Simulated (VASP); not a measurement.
# Zr8C7 (a cell with a defect) in VASP: a series of runs

Runs on Zr8C7 (a cell with a defect). Level: PBEsol. Tasks: single point.

Everything below comes from runs of VASP 6.6.1. Logs are shortened: lines on timing, memory, paths and dates and some standing lists are left out, and cuts for length are marked.

## Step 1: The cell of the first run

The cell holds a defect, 15 atoms: a = 6.625 Å, b = 6.625 Å, c = 6.625 Å, α = 60.00°, β = 60.00°, γ = 60.00°.

## Step 2: Single point, PBEsol

Input file INCAR:

```
SYSTEM = Zr8C7
PREC = Accurate
ENCUT = 520
EDIFF = 1E-7
ISMEAR = -1
SIGMA = 0.05
LREAL = Auto
LASPH = .True.
NELM = 60
ALGO = Normal
ISIF = 2
LWAVE = .False.
LCHARG = .False.
GGA = PS
NBANDS = 75
```

Input file KPOINTS:

```
Automatic mesh
0
Gamma
  3 3 3
  0 0 0
```

Input file POSCAR:

```
Zr8C7
1.0
    0.0000000000      4.6845620000      4.6845620000
    4.6845620000      0.0000000000      4.6845620000
    4.6845620000      4.6845620000      0.0000000000
C Zr
7 8
Direct
    0.0047312854     -0.0159024472      0.0046046994
    0.0213641105      0.0004806212      0.4999981855
   -0.3370209424      0.5004970582      0.0000171841
    0.0047324595      0.5050893766      0.4836103140
    0.4929548376      0.0168704139     -0.0046148391
    0.4849110760      0.0004760317      0.4999974384
    0.4929567588      0.4958699447      0.5163828550
    0.2493658959      0.2369692193      0.2635048912
    0.2413415598      0.2535149497      0.7530325140
    0.2636877258      0.7433229617      0.2428430876
    0.2493654690      0.7639845518      0.7364897721
    0.7511544302      0.2120402078      0.2884302737
    0.7493784905      0.2576289950      0.7571471997
    0.7474141659      0.7474380743      0.2469564924
    0.7511550706      0.7889080132      0.7115631088
```

Potentials or basis: VASP PAW PBE potentials, release 64 (C, Zr_sv).

Launch:

```sh
> cat potpaw_PBE.64/C/POTCAR potpaw_PBE.64/Zr_sv/POTCAR > POTCAR
> mpirun -np 1 vasp_std > vasp.out
```

OUTCAR:

```text
SYSTEM = Zr8C7
   PREC = Accurate
   ENCUT = 520
   EDIFF = 1E-7
   ISMEAR = -1
   LREAL = Auto
   LASPH = .True.
   NELM = 60
   ISIF = 2
   GGA = PS

 ion  position               nearest neighbor table
   1  0.005  0.984  0.005-  11 2.29  14 2.32  10 2.33  13 2.36   9 2.37  12 2.40
   2  0.021  0.000  0.500-   8 2.18  11 2.18  12 2.27  15 2.27  13 2.41  10 2.41
   3  0.663  0.500  0.000-  15 2.00  12 2.00  10 2.50  13 2.50
   4  0.005  0.505  0.484-   8 2.29  14 2.32  10 2.33  13 2.36   9 2.37  15 2.40
   5  0.493  0.017  0.995-   8 2.29   9 2.32  13 2.33  10 2.36  14 2.37  15 2.40
   6  0.485  0.000  0.500-  11 2.21   8 2.21  12 2.25  15 2.25   9 2.37  14 2.37
   7  0.493  0.496  0.516-  11 2.29   9 2.32  13 2.33  10 2.36  14 2.37  12 2.40
   8  0.249  0.237  0.264-   2 2.18   6 2.21   5 2.29   4 2.29  11 3.13   9 3.27  14 3.27  13 3.29
                            10 3.29  12 3.30  12 3.33  10 3.34  13 3.34  14 3.35   9 3.35  11 3.49
   9  0.241  0.254  0.753-   5 2.32   7 2.32   6 2.37   1 2.37   4 2.37  13 3.23  12 3.24  15 3.24
                             8 3.27  11 3.27  10 3.31  10 3.31  11 3.35   8 3.35  13 3.39  15 3.41
  10  0.264  0.743  0.243-   4 2.33   1 2.33   7 2.36   5 2.36   2 2.41   3 2.50  14 3.23  12 3.26
                            15 3.26   8 3.29  11 3.29   9 3.31   9 3.31  11 3.34   8 3.34  15 3.38
  11  0.249  0.764  0.736-   2 2.18   6 2.21   7 2.29   1 2.29   8 3.13   9 3.27  14 3.27  13 3.29
                            10 3.29  15 3.30  15 3.33  10 3.34  13 3.34  14 3.35   9 3.35   8 3.49
  12  0.751  0.212  0.288-   3 2.00   6 2.25   2 2.27   1 2.40   7 2.40  15 2.80   9 3.24  14 3.24
                            13 3.26  10 3.26   8 3.30   8 3.33  10 3.38  13 3.38  14 3.41   9 3.41
  13  0.749  0.258  0.757-   5 2.33   7 2.33   1 2.36   4 2.36   2 2.41   3 2.50   9 3.23  12 3.26
                            15 3.26   8 3.29  11 3.29  14 3.31  14 3.31  11 3.34   8 3.34  15 3.38
  14  0.747  0.747  0.247-   4 2.32   1 2.32   6 2.37   7 2.37   5 2.37  10 3.23  12 3.24  15 3.24
                             8 3.27  11 3.27  13 3.31  13 3.31  11 3.35   8 3.35  10 3.39  15 3.41
  15  0.751  0.789  0.712-   3 2.00   6 2.25   2 2.27   4 2.40   5 2.40  12 2.80   9 3.24  14 3.24
                            13 3.26  10 3.26  11 3.30  11 3.33  10 3.38  13 3.38  14 3.41   9 3.41

  LATTYP: Found a face centered cubic cell.
 ALAT       =     9.3691240000

  Lattice vectors:

 A1 = (   0.0000000000,   4.6845620000,   4.6845620000)
 A2 = (   4.6845620000,   0.0000000000,   4.6845620000)
 A3 = (   4.6845620000,   4.6845620000,   0.0000000000)

Analysis of symmetry for initial positions (statically):
=====================================================================
 Subroutine PRICEL returns:
 Original cell was already a primitive cell.

 Routine SETGRP: Setting up the symmetry group for a
 face centered cubic supercell.

 Subroutine GETGRP returns: Found  1 space group operations
 (whereof  1 operations were pure point group operations)
 out of a pool of 48 trial point group operations.

The static configuration has the point symmetry C_1 .

Analysis of symmetry for dynamics (positions and initial velocities):
=====================================================================
 Subroutine PRICEL returns:
 Original cell was already a primitive cell.

 Routine SETGRP: Setting up the symmetry group for a
 face centered cubic supercell.

 Subroutine GETGRP returns: Found  1 space group operations
 (whereof  1 operations were pure point group operations)
 out of a pool of 48 trial point group operations.

The dynamic configuration has the point symmetry C_1 .

 Subroutine INISYM returns: Found  1 space group operations
 (whereof  1 operations are pure point group operations),
 and found     1 'primitive' translations

----------------------------------------------------------------------------------------

                                     Primitive cell

  volume of cell :     205.6066

  direct lattice vectors                    reciprocal lattice vectors
     0.000000000  4.684562000  4.684562000    -0.106733564  0.106733564  0.106733564
     4.684562000  0.000000000  4.684562000     0.106733564 -0.106733564  0.106733564
     4.684562000  4.684562000  0.000000000     0.106733564  0.106733564 -0.106733564

  length of vectors
     6.624971114  6.624971114  6.624971114     0.184867956  0.184867956  0.184867956

  position of ions in fractional coordinates (direct lattice)
     0.004731285  0.984097553  0.004604699
     0.021364111  0.000480621  0.499998185
     0.662979058  0.500497058  0.000017184
     0.004732459  0.505089377  0.483610314
     0.492954838  0.016870414  0.995385161
     0.484911076  0.000476032  0.499997438
     0.492956759  0.495869945  0.516382855
     0.249365896  0.236969219  0.263504891
     0.241341560  0.253514950  0.753032514
     0.263687726  0.743322962  0.242843088
     0.249365469  0.763984552  0.736489772
     0.751154430  0.212040208  0.288430274
     0.749378490  0.257628995  0.757147200
     0.747414166  0.747438074  0.246956492
     0.751155071  0.788908013  0.711563109

  ion indices of the primitive-cell ions
   primitive index   ion index
                 1           1
                 2           2
                 3           3
                 4           4
                 5           5
                 6           6
                 7           7
                 8           8
                 9           9
                10          10
                11          11
                12          12
                13          13
                14          14
                15          15

----------------------------------------------------------------------------------------

 KPOINTS: Automatic mesh

Automatic generation of k-mesh.
 Grid dimensions read from file:
 generate k-points for:    3    3    3

 Generating k-lattice:

  Cartesian coordinates                     Fractional coordinates (reciprocal lattice)
    -0.035577855  0.035577855  0.035577855     0.333333333  0.000000000  0.000000000
     0.035577855 -0.035577855  0.035577855     0.000000000  0.333333333  0.000000000
     0.035577855  0.035577855 -0.035577855     0.000000000  0.000000000  0.333333333

  Length of vectors
     0.061622652  0.061622652  0.061622652

  Shift w.r.t. Gamma in fractional coordinates (k-lattice)
     0.000000000  0.000000000  0.000000000

 Subroutine IBZKPT returns following result:
 ===========================================

 Found     14 irreducible k-points:

 Following reciprocal coordinates:
            Coordinates               Weight
  0.000000  0.000000  0.000000      1.000000
  0.333333  0.000000  0.000000      2.000000
  0.000000  0.333333  0.000000      2.000000
  0.000000  0.000000  0.333333      2.000000
  0.333333  0.333333  0.333333      2.000000
  0.333333  0.333333  0.000000      2.000000
  0.000000  0.333333  0.333333      2.000000
  0.333333  0.000000  0.333333      2.000000
 -0.333333  0.333333  0.000000      2.000000
  0.000000 -0.333333  0.333333      2.000000
  0.333333  0.000000 -0.333333      2.000000
  0.333333  0.333333 -0.333333      2.000000
 -0.333333  0.333333 -0.333333      2.000000
  0.333333 -0.333333 -0.333333      2.000000
   k-points           NKPTS =     14   k-points in BZ     NKDIM =     14   number of bands    NBANDS=     75
   number of dos      NEDOS =    301   number of ions     NIONS =     15
   total plane-waves  NPLWV = 125000
   dimension x,y,z NGX =    50 NGY =   50 NGZ =   50
   dimension x,y,z NGXF=   100 NGYF=  100 NGZF=  100
   ions per type =               7   8
   NGX,Y,Z   is equivalent  to a cutoff of  12.55, 12.55, 12.55 a.u.
   NGXF,Y,Z  is equivalent  to a cutoff of  25.09, 25.09, 25.09 a.u.
 SYSTEM =  Zr8C7
   PREC   = accura    normal or accurate (medium, high low for compatibility)
   ISTART =      0    job   : 0-new  1-cont  2-samecut
   ICHARG =      2    charge: 1-file 2-atom 10-const
   ISPIN  =      1    spin polarized calculation?
   LNONCOLLINEAR =      F non collinear calculations
   LSORBIT =      F    spin-orbit coupling
   LASPH  =      T    aspherical Exc in radial PAW
   ENCUT  =  520.0 eV  38.22 Ry    6.18 a.u.  12.32 12.32 12.32*2*pi/ulx,y,z
   NELM   =     60;   NELMIN=  2; NELMDL= -5     # of ELM steps
   EDIFF  = 0.1E-06   stopping-criterion for ELM
   LREAL  =      T    real-space projection
   EDIFFG = 0.1E-05   stopping-criterion for IOM
   NSW    =      0    number of steps for IOM
   IBRION =     -1    ionic relax: 0-MD 1-quasi-New 2-CG
   NFREE  =      0    steps in history (QN), initial steepest desc. (CG)
   ISIF   =      2    stress and relaxation
   ISYM   =      2    0-nonsym 1-usesym 2-fastsym
   POTIM  = 0.5000    time-step for ionic-motion
   TEBEG  =    0.0;   TEEND  =   0.0 temperature during run
   PSTRESS=    0.0 pullay stress
   NELECT =     124.0000    total number of electrons
   NUPDOWN=      -1.0000    fix difference up-down
   EMIN   =  10.00;   EMAX   =-10.00  energy-range for DOS
   EFERMI =   0.00;   METHOD = LEGACY
   ISMEAR =    -1;   SIGMA  =   0.05  broadening in eV -4-tet -1-fermi 0-gaus
   EFERMI_NEDOS =   21; number of points for ismear=-14 and -15
   IALGO  =     38    algorithm
   IMIX   =      4    mixing-type and parameters
     AMIX     =   0.40;   BMIX     =  1.00
     AMIX_MAG =   1.60;   BMIX_MAG =  1.00
  volume/ion in A,a.u.               =      13.71        92.50
  Fermi-wavevector in a.u.,A,eV,Ry     =   1.383151  2.613777 26.029414  1.913108
  Thomas-Fermi vector in A             =   2.507776
   LORBIT       =      0    0 simple, 1 ext, 2 COOP (PROOUT), +10 PAW based schemes
   GGA     = PS    functional components
   LHFCALC =     F    Hartree Fock is set to
   AEXX    =    0.0000 exact exchange contribution
   IVDW    =     0    specifies the selected vdW correction
   LEPSILON=     F    determine dielectric tensor
   LRPA    =     F    only Hartree local field effects (RPA)
 non-spin polarized calculation
  energy-cutoff  :      520.00
  volume of cell :      205.61
 maximum number of plane-waves:      5577
 NGX is ok and might be reduce to    50
   NGX = 25   NGY = 25   NGZ = 25

 number of electron     124.0000001 magnetization

 Free energy of the ion-electron system (eV)
  ---------------------------------------------------
  ext. energy  EPLUGINS =         0.00000000
  ---------------------------------------------------
  free energy    TOTEN  =      -149.86551492 eV

  energy without entropy =     -149.83225961  energy(sigma->0) =     -149.84888727

 E-fermi :   9.5082     XC(G=0): -12.0914

 val. band max:        9.4377613514   @ k =   0.0000   0.3333   0.3333
 cond. band min:       9.6020957939   @ k =   0.3333   0.0000  -0.3333
 fundamental gap:      0.1643344425
 Fermi energy:         9.5081964685

 k-point     1 :       0.0000    0.0000    0.0000
  band No.  band energies     occupation
      1     -38.7738      2.00000
      2     -38.7527      2.00000
      3     -38.6345      2.00000
      4     -38.6300      2.00000
      5     -38.4692      2.00000
      6     -38.4359      2.00000
[... 66 lines left out ...]
     73      13.5340      0.00000
     74      13.6276      0.00000
[... 999 lines left out ...]
     73      12.7248      0.00000
     74      12.7982      0.00000
 [bands above 74 left out]

------------------------ aborting loop because EDIFF is reached ----------------------------------------

  FORCE on cell =-STRESS in cart. coord.  units (eV):
  Direction    XX          YY          ZZ          XY          YZ          ZX
  --------------------------------------------------------------------------------------
  -------------------------------------------------------------------------------------
  Total       -7.4136679     10.2057579     10.2030740     -0.0000909     -9.2838566      0.0015245
  in kB      -57.7705818     79.5277832     79.5068687     -0.0007086    -72.3439200      0.0118796
  external PRESSURE =      33.7546900 kB  Pullay stress =       0.0000000 kB

 VOLUME and BASIS-vectors are now :
 -----------------------------------------------------------------------------
  energy-cutoff  :      520.00
  volume of cell :      205.61
      direct lattice vectors                 reciprocal lattice vectors
     0.000000000  4.684562000  4.684562000    -0.106733564  0.106733564  0.106733564
     4.684562000  0.000000000  4.684562000     0.106733564 -0.106733564  0.106733564
     4.684562000  4.684562000  0.000000000     0.106733564  0.106733564 -0.106733564

 POSITION                                       TOTAL-FORCE (eV/Angst)
 -----------------------------------------------------------------------------------
      4.63164      0.04373      4.63223         0.023034      0.089345      0.165532
      2.34452      2.44235      0.10233        -0.001510      0.172377      0.171044
      2.34469      3.10585      5.45038        -0.000662     -2.470160     -2.471237
      4.63162      2.28767      2.38829         0.022480      0.165364      0.084165
      4.74197      6.97222      2.38831        -0.022182      0.161805      0.085401
      2.34450      4.61387      2.27383        -0.001076      0.343407      0.342435
      4.74196      4.72831      4.63222        -0.021481      0.085998      0.164047
      2.34450      2.40258      2.27827        -0.000211      0.062316      0.201095
      4.71523      4.65821      2.31819        -0.115249      0.246401      0.247079
      4.61976      2.37288      4.71740        -0.106644      0.110700      0.112422
      7.02906      4.61830      4.74710         0.000230      0.200516      0.062147
      2.34448      4.87000      4.51214         0.000091     -0.025918      0.500886
      4.75378      7.05741      4.71739         0.106746      0.111319      0.112513
      4.65830      4.65819      7.00273         0.116357      0.246560      0.247401
      7.02905      6.85219      7.21452         0.000077      0.499969     -0.024929
 -----------------------------------------------------------------------------------
    total drift:                               -0.004719     -0.000568     -0.011007

  FREE ENERGIE OF THE ION-ELECTRON SYSTEM (eV)
  ---------------------------------------------------
  free  energy   TOTEN  =      -149.8655149233 eV

  energy  without entropy=     -149.8322596079  energy(sigma->0) =     -149.84888727
```

Run time: 9.2 min. Hardware: 1 thread of Intel Xeon Platinum 8259CL at 2.50GHz (Skylake/Cascade Lake), shared host; peak memory 0.42 GiB.

What came out:

* Free energy: -149.8655 eV
* Pressure: 3.4 GPa
* Largest force: 3.494 eV/Å
* Band gap on the k mesh: zero (bands 62 and 63 overlap by 0.47 eV)

Forces in eV/Å, atoms in the order of the input:
```
C    0.023  0.089  0.166
C   -0.002  0.172  0.171
C   -0.001 -2.470 -2.471
C    0.022  0.165  0.084
C   -0.022  0.162  0.085
C   -0.001  0.343  0.342
C   -0.021  0.086  0.164
Zr   0.000  0.062  0.201
Zr  -0.115  0.246  0.247
Zr  -0.107  0.111  0.112
Zr   0.000  0.201  0.062
Zr   0.000 -0.026  0.501
Zr   0.107  0.111  0.113
Zr   0.116  0.247  0.247
Zr   0.000  0.500 -0.025
```

Stress tensor (GPa, compression positive):
```
-5.78  0.00  0.00
 0.00  7.95 -7.23
 0.00 -7.23  7.95
```

Levels at points of the mesh, in eV from the Fermi level:
```
           k point  band 59  band 60  band 61  band 62  band 63  band 64  band 65  band 66
(0.00, 0.00, 0.00)    -0.76    -0.14     0.25     0.40     0.41     0.57     1.03     1.54
```

Caveat: the k points lie up to 0.39 Å⁻¹ apart; the PAW data sets were made with another functional, which shifts forces and pressure a little.

(Part 1 of 2 ends here.)
